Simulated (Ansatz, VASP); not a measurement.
# WS2 in VASP and in Ansatz

POSCAR

```
WS2
1.0
    1.6634365527      0.9603855415      6.5424813423
   -1.6634365527      0.9603855415      6.5424813423
    0.0000000000     -1.9207710829      6.5424813423
W S
1 2
Direct
   -0.0000020323     -0.0000020323     -0.0000020323
    0.4106000030      0.4106000030      0.4106000030
    0.2560686961      0.2560686961      0.2560686961
```

File INCAR.step1:

```
PREC = Accurate ; ENCUT = 520
ISMEAR = 0 ; SIGMA = 0.01
LREAL = F ; LASPH = T
NELM = 80 ; NBANDS = 20
GGA = PE ; ALGO = Normal
EDIFF = 1E-4 ; LWAVE = T
LCHARG = F
```

INCAR.step2

```
PREC = Accurate ; ENCUT = 520
EDIFF = 1E-7 ; ISMEAR = 0
SIGMA = 0.01 ; LREAL = F
LASPH = T ; NELM = 80
ALGO = Normal ; ISIF = 2
LWAVE = F ; LCHARG = F
METAGGA = R2SCAN ; LMIXTAU = T
NBANDS = 20 ; ISTART = 1
```

The input KPOINTS:

```
regular mesh
0
Gamma
  10 10 10
```

Input for Ansatz:

```yaml
crystal:
  lattice:
    - [1.6634365527, 0.9603855415, 6.5424813423]
    - [-1.6634365527, 0.9603855415, 6.5424813423]
    - [0.0, -1.9207710829, 6.5424813423]
  atoms:
    - { symbol: W, position: [-2.0323e-06, -2.0323e-06, -2.0323e-06] }
    - { symbol: S, position: [0.410600003, 0.410600003, 0.410600003] }
    - { symbol: S, position: [0.2560686961, 0.2560686961, 0.2560686961] }
kpoints:
  mp_grid: { grid: [10, 10, 10] }
  band_path:
    path:
      - [0.0, 0.0, 0.0]
      - [-0.5, -0.5, -0.5]
      - [-0.5, -0.181031976, -0.818968024]
      - [-0.181031976, 0.181031976, -0.5]
      - [0.0, 0.0, -0.5]
      - [0.0, 0.340515988, -0.340515988]
      - [-0.340515988, 0.0, -0.659484012]
      - [-0.5, 0.0, -0.5]
      - [0.0, 0.170257994, -0.170257994]
      - [-0.1629287784, 0.1629287784, -0.5]
    npoints: 1
hamiltonian:
  xc: r2scan
scf:
  occupations: { method: fixed }
  n_extra_bands: 4
output:
  forces: true
  stress: true
  eigenvalues: true
```

Change from the starting cell: hydrostatic strain +4.9%.

Alike in both runs: task single point; functional r2SCAN; k mesh 10 × 10 × 10; no spin polarisation.

|  | VASP | Ansatz |
| --- | --- | --- |
| version | VASP 6.6.1 | Ansatz 0.2.0 |
| potentials or method | VASP PAW PBE potentials, release 64 (W_sv, S) | plane waves, PAW |
| plane-wave cutoff (eV) | 520 | 500 |
| occupations | gaussian, width 0.01 eV | fixed |
| valence electrons in the cell | 26 | 26 |

VASP gave:

| Property | Result |
| --- | --- |
| gap on the k mesh at the Fermi level (eV) | 0.70 |
| pressure (GPa) | -7.7 |
| traceless stress, the component that is largest in VASP (GPa) | 7.08 |
| rms of the force components (eV/Å) | 0.014 |

Question: Estimate Ansatz's values.

Answer: gap on the k mesh at the Fermi level (eV): 0.68; pressure (GPa): -7.8; traceless stress, the component that is largest in VASP (GPa): 7.14; rms of the force components (eV/Å): 0.020.

VASP's potentials were made for PBE, not for r2SCAN. Atom by atom the forces differ by 0.006 eV/Å (rms over components).

Spin-orbit coupling is off throughout.
